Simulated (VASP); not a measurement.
# Bi (R-3m) in VASP: single point with PBE+D3(BJ)

Aim: the single point of Bi with PBE+D3(BJ).

Program: VASP 6.6.1. These are calculated values, not measurements. Logs are shortened: lines on timing, memory, paths and dates and some standing lists are left out, and cuts for length are marked.

## 1. The cell of the first run

Symmetry: R-3m, No. 166, trigonal system. Conventional cell: a = 4.533 Å, b = 4.533 Å, c = 11.661 Å, α = 90.00°, β = 90.00°, γ = 120.00°. Bi (site symmetry 3m) has 6 Bi at 3.09 to 3.45 Å within 4.1 Å.

## 2. Single point, PBE+D3(BJ)

INCAR

```
  PREC = Accurate
  ENCUT = 520
  EDIFF = 1E-6
  ISMEAR = 0
  SIGMA = 0.1
  LREAL = False
  LASPH = True
  NELM = 100
  ALGO = Fast
  ISIF = 2
  LWAVE = False
  LCHARG = True
  GGA = PE
  IVDW = 12
  LELF = True
  LVHAR = True
  NBANDS = 22
```

KPOINTS

```
regular mesh
0
Gamma
  12 12 12
```

POSCAR

```
Bi
1.0
    2.2662954109      1.3084462656      3.8868401300
   -2.2662954109      1.3084462656      3.8868401300
    0.0000000000     -2.6168925311      3.8868401300
Bi
2
Direct
    0.2371160846      0.2371160846      0.2371160846
    0.7628839154      0.7628839154      0.7628839154
```

Potentials or basis: VASP PAW PBE potentials, release 64 (Bi_d).

Launch:

```bash
cat potpaw_PBE.64/Bi_d/POTCAR > POTCAR
mpirun -np 1 vasp_std > vasp.out
```

OUTCAR:

```text
PREC = Accurate
   ENCUT = 520
   EDIFF = 1E-6
   ISMEAR = 0
   LREAL = False
   LASPH = True
   NELM = 100
   ISIF = 2
   GGA = PE
   IVDW = 12
 IVDW          = 12

 ion  position               nearest neighbor table
   1  0.237  0.237  0.237-   2 3.09   2 3.09   2 3.09   2 3.45   2 3.45   2 3.45
   2  0.763  0.763  0.763-   1 3.09   1 3.09   1 3.09   1 3.45   1 3.45   1 3.45

  LATTYP: Found a trigonal (rhomboedric) cell.
 ALAT       =     4.6856859386
 COS(alpha) =     0.5321391756

  Lattice vectors:

 A1 = (   2.2662954109,   1.3084462656,   3.8868401300)
 A2 = (  -2.2662954109,   1.3084462656,   3.8868401300)
 A3 = (   0.0000000000,  -2.6168925311,   3.8868401300)

Analysis of symmetry for initial positions (statically):
=====================================================================
 Subroutine PRICEL returns:
 Original cell was already a primitive cell.

 Routine SETGRP: Setting up the symmetry group for a
 trigonal (rhombohedral) supercell.

 Subroutine GETGRP returns: Found 12 space group operations
 (whereof 12 operations were pure point group operations)
 out of a pool of 12 trial point group operations.

The static configuration has the point symmetry D_3d.

Analysis of symmetry for dynamics (positions and initial velocities):
=====================================================================
 Subroutine PRICEL returns:
 Original cell was already a primitive cell.

 Routine SETGRP: Setting up the symmetry group for a
 trigonal (rhombohedral) supercell.

 Subroutine GETGRP returns: Found 12 space group operations
 (whereof 12 operations were pure point group operations)
 out of a pool of 12 trial point group operations.

The dynamic configuration has the point symmetry D_3d.

 Subroutine INISYM returns: Found 12 space group operations
 (whereof 12 operations are pure point group operations),
 and found     1 'primitive' translations

----------------------------------------------------------------------------------------

                                     Primitive cell

  volume of cell :      69.1545

  direct lattice vectors                    reciprocal lattice vectors
     2.266295411  1.308446266  3.886840130     0.220624371  0.127377540  0.085759466
    -2.266295411  1.308446266  3.886840130    -0.220624371  0.127377540  0.085759466
     0.000000000 -2.616892531  3.886840130     0.000000000 -0.254755080  0.085759466

  length of vectors
     4.685685939  4.685685939  4.685685939     0.268802598  0.268802598  0.268802598

  position of ions in fractional coordinates (direct lattice)
     0.237116085  0.237116085  0.237116085
     0.762883915  0.762883915  0.762883915

  ion indices of the primitive-cell ions
   primitive index   ion index
                 1           1
                 2           2

----------------------------------------------------------------------------------------

 KPOINTS: regular mesh

Automatic generation of k-mesh.
 Grid dimensions read from file:
 generate k-points for:   12   12   12

 Generating k-lattice:

  Cartesian coordinates                     Fractional coordinates (reciprocal lattice)
     0.018385364  0.010614795  0.007146622     0.083333333  0.000000000  0.000000000
    -0.018385364  0.010614795  0.007146622     0.000000000  0.083333333  0.000000000
     0.000000000 -0.021229590  0.007146622     0.000000000  0.000000000  0.083333333

  Length of vectors
     0.022400217  0.022400217  0.022400217

  Shift w.r.t. Gamma in fractional coordinates (k-lattice)
     0.000000000  0.000000000  0.000000000

 Subroutine IBZKPT returns following result:
 ===========================================

 Found    189 irreducible k-points:

 Following reciprocal coordinates:
            Coordinates               Weight
  0.000000  0.000000  0.000000      1.000000
  0.083333 -0.000000  0.000000      6.000000
  0.166667  0.000000  0.000000      6.000000
  0.250000  0.000000  0.000000      6.000000
  0.333333 -0.000000  0.000000      6.000000
  0.416667 -0.000000  0.000000      6.000000
[... 16 lines left out ...]
  0.500000  0.166667  0.000000     12.000000
 -0.416667  0.166667 -0.000000     12.000000
 [... further k-points ...]
   k-points           NKPTS =    189   k-points in BZ     NKDIM =    189   number of bands    NBANDS=     22
   number of dos      NEDOS =    301   number of ions     NIONS =      2
   total plane-waves  NPLWV =  46656
   dimension x,y,z NGX =    36 NGY =   36 NGZ =   36
   dimension x,y,z NGXF=    72 NGYF=   72 NGZF=   72
   ions per type =               2
   NGX,Y,Z   is equivalent  to a cutoff of  12.77, 12.77, 12.77 a.u.
   NGXF,Y,Z  is equivalent  to a cutoff of  25.55, 25.55, 25.55 a.u.
 SYSTEM =  unknown system
   PREC   = accura    normal or accurate (medium, high low for compatibility)
   ISTART =      0    job   : 0-new  1-cont  2-samecut
   ICHARG =      2    charge: 1-file 2-atom 10-const
   ISPIN  =      1    spin polarized calculation?
   LNONCOLLINEAR =      F non collinear calculations
   LSORBIT =      F    spin-orbit coupling
   LASPH  =      T    aspherical Exc in radial PAW
   ENCUT  =  520.0 eV  38.22 Ry    6.18 a.u.   8.71  8.71  8.71*2*pi/ulx,y,z
   NELM   =    100;   NELMIN=  2; NELMDL= -5     # of ELM steps
   EDIFF  = 0.1E-05   stopping-criterion for ELM
   LREAL  =      F    real-space projection
   EDIFFG = 0.1E-04   stopping-criterion for IOM
   NSW    =      0    number of steps for IOM
   IBRION =     -1    ionic relax: 0-MD 1-quasi-New 2-CG
   NFREE  =      0    steps in history (QN), initial steepest desc. (CG)
   ISIF   =      2    stress and relaxation
   ISYM   =      2    0-nonsym 1-usesym 2-fastsym
   POTIM  = 0.5000    time-step for ionic-motion
   TEBEG  =    0.0;   TEEND  =   0.0 temperature during run
   PSTRESS=    0.0 pullay stress
   NELECT =      30.0000    total number of electrons
   NUPDOWN=      -1.0000    fix difference up-down
   EMIN   =  10.00;   EMAX   =-10.00  energy-range for DOS
   EFERMI =   0.00;   METHOD = LEGACY
   ISMEAR =     0;   SIGMA  =   0.10  broadening in eV -4-tet -1-fermi 0-gaus
   EFERMI_NEDOS =   21; number of points for ismear=-14 and -15
   IALGO  =     68    algorithm
   IMIX   =      4    mixing-type and parameters
     AMIX     =   0.40;   BMIX     =  1.00
     AMIX_MAG =   1.60;   BMIX_MAG =  1.00
  volume/ion in A,a.u.               =      34.58       233.34
  Fermi-wavevector in a.u.,A,eV,Ry     =   1.239296  2.341930 20.896579  1.535855
  Thomas-Fermi vector in A             =   2.373785
   LORBIT       =      0    0 simple, 1 ext, 2 COOP (PROOUT), +10 PAW based schemes
   GGA     = PE    functional components
   LHFCALC =     F    Hartree Fock is set to
   AEXX    =    0.0000 exact exchange contribution
   IVDW    =    12    specifies the selected vdW correction
   LEPSILON=     F    determine dielectric tensor
   LRPA    =     F    only Hartree local field effects (RPA)
 non-spin polarized calculation
 RMM-DIIS sequential band-by-band and
 Gauss-broadening in eV      SIGMA  =   0.10
  energy-cutoff  :      520.00
  volume of cell :       69.15
 maximum number of plane-waves:      1889
   NGX = 17   NGY = 17   NGZ = 17

 number of electron      30.0000001 magnetization

 Free energy of the ion-electron system (eV)
  ---------------------------------------------------
  ext. energy  EPLUGINS =         0.00000000
  ---------------------------------------------------
  free energy    TOTEN  =        -7.74602767 eV

  energy without entropy =       -7.74485602  energy(sigma->0) =       -7.74544185

 E-fermi :   6.5247     XC(G=0):  -9.6236

 val. band max:        6.5125311919   @ k =   0.4167   0.0833   0.0833
 cond. band min:       6.6140254849   @ k =   0.4167  -0.0000   0.0000
 fundamental gap:      0.1014942930
 Fermi energy:         6.5247216262

 k-point     1 :       0.0000    0.0000    0.0000
  band No.  band energies     occupation
      1     -16.4167      2.00000
      2     -16.4167      2.00000
      3     -16.2636      2.00000
      4     -16.2636      2.00000
      5     -16.2538      2.00000
      6     -16.0765      2.00000
[... 14 lines left out ...]
     21      12.2210      0.00000
     22      12.7630      0.00000

 k-point     2 :       0.0833   -0.0000    0.0000
  band No.  band energies     occupation
      1     -16.4108      2.00000
      2     -16.4098      2.00000
      3     -16.2610      2.00000
      4     -16.2597      2.00000
      5     -16.2503      2.00000
      6     -16.0795      2.00000
[... 14 lines left out ...]
     21      12.3025      0.00000
     22      13.3633      0.00000

 k-point     3 :       0.1667    0.0000    0.0000
  band No.  band energies     occupation
      1     -16.3937      2.00000
      2     -16.3897      2.00000
      3     -16.2539      2.00000
      4     -16.2486      2.00000
      5     -16.2398      2.00000
      6     -16.0894      2.00000
[... 14 lines left out ...]
     21      12.6199      0.00000
     22      14.5883      0.00000

 k-point     4 :       0.2500    0.0000    0.0000
  band No.  band energies     occupation
      1     -16.3674      2.00000
      2     -16.3578      2.00000
      3     -16.2436      2.00000
      4     -16.2312      2.00000
      5     -16.2226      2.00000
      6     -16.1068      2.00000
[... 14 lines left out ...]
     21      13.2069      0.00000
     22      16.0340      0.00000

 k-point     5 :       0.3333   -0.0000    0.0000
  band No.  band energies     occupation
      1     -16.3362      2.00000
      2     -16.3165      2.00000
      3     -16.2322      2.00000
      4     -16.2095      2.00000
      5     -16.2002      2.00000
      6     -16.1316      2.00000
[... 417 lines left out ...]
 k-point    22 :       0.4167    0.1667    0.0000
  band No.  band energies     occupation
      1     -16.3589      2.00000
      2     -16.2683      2.00000
      3     -16.2344      2.00000
      4     -16.2106      2.00000
      5     -16.1771      2.00000
      6     -16.1523      2.00000
[... 14 lines left out ...]
     21      15.5848      0.00000
     22      15.9205      0.00000

 k-point    23 :       0.5000    0.1667    0.0000
  band No.  band energies     occupation
      1     -16.3326      2.00000
      2     -16.2503      2.00000
      3     -16.2128      2.00000
      4     -16.2062      2.00000
      5     -16.1747      2.00000
      6     -16.1563      2.00000
[... 14 lines left out ...]
     21      15.6307      0.00000
     22      15.8959      0.00000

 k-point    24 :      -0.4167    0.1667   -0.0000
  band No.  band energies     occupation
      1     -16.3273      2.00000
      2     -16.2314      2.00000
      3     -16.2154      2.00000
      4     -16.1982      2.00000
      5     -16.1779      2.00000
      6     -16.1629      2.00000
[... 14 lines left out ...]
     21      14.5439      0.00000
     22      16.7124      0.00000

 [... further k-points ...]

------------------------ aborting loop because EDIFF is reached ----------------------------------------

 Edisp (eV)   -0.92361

 E8    (eV) :    -0.4589

  FORCE on cell =-STRESS in cart. coord.  units (eV):
  Direction    XX          YY          ZZ          XY          YZ          ZX
  --------------------------------------------------------------------------------------
  -------------------------------------------------------------------------------------
  Total      -0.01266    -0.01266    -0.02103     0.00000    -0.00000     0.00000
  in kB      -0.29329    -0.29329    -0.48721     0.00000    -0.00000     0.00000
  external pressure =       -0.36 kB  Pullay stress =        0.00 kB

 VOLUME and BASIS-vectors are now :
 -----------------------------------------------------------------------------
  energy-cutoff  :      520.00
  volume of cell :       69.15
      direct lattice vectors                 reciprocal lattice vectors
     2.266295411  1.308446266  3.886840130     0.220624371  0.127377540  0.085759466
    -2.266295411  1.308446266  3.886840130    -0.220624371  0.127377540  0.085759466
     0.000000000 -2.616892531  3.886840130     0.000000000 -0.254755080  0.085759466

 POSITION                                       TOTAL-FORCE (eV/Angst)
 -----------------------------------------------------------------------------------
      0.00000      0.00000      2.76490         0.000000      0.000000      0.004259
      0.00000      0.00000      8.89562         0.000000     -0.000000     -0.004259
 -----------------------------------------------------------------------------------
    total drift:                                0.000000     -0.000000      0.000000

  FREE ENERGIE OF THE ION-ELECTRON SYSTEM (eV)
  ---------------------------------------------------
  free  energy   TOTEN  =        -8.6696333194 eV

  energy  without entropy=       -8.6684616652  energy(sigma->0) =       -8.66904749
```

Run time: 6.1 min. Hardware: 1 thread of Intel Xeon 8259CL, shared host; peak memory 0.37 GiB.

What came out:

* Free energy: -8.6696 eV
* Pressure: 0.0 GPa
* Largest force: 0.004 eV/Å
* Band gap on the k mesh: zero (bands 15 and 16 overlap by 0.20 eV)
* Dispersion energy per atom: -0.462 eV

Forces on the atoms (eV/Å):
```
Bi   0.000  0.000  0.004
Bi   0.000  0.000 -0.004
```

Caveat: spin-orbit coupling is left out, which moves the levels of the heavy elements.
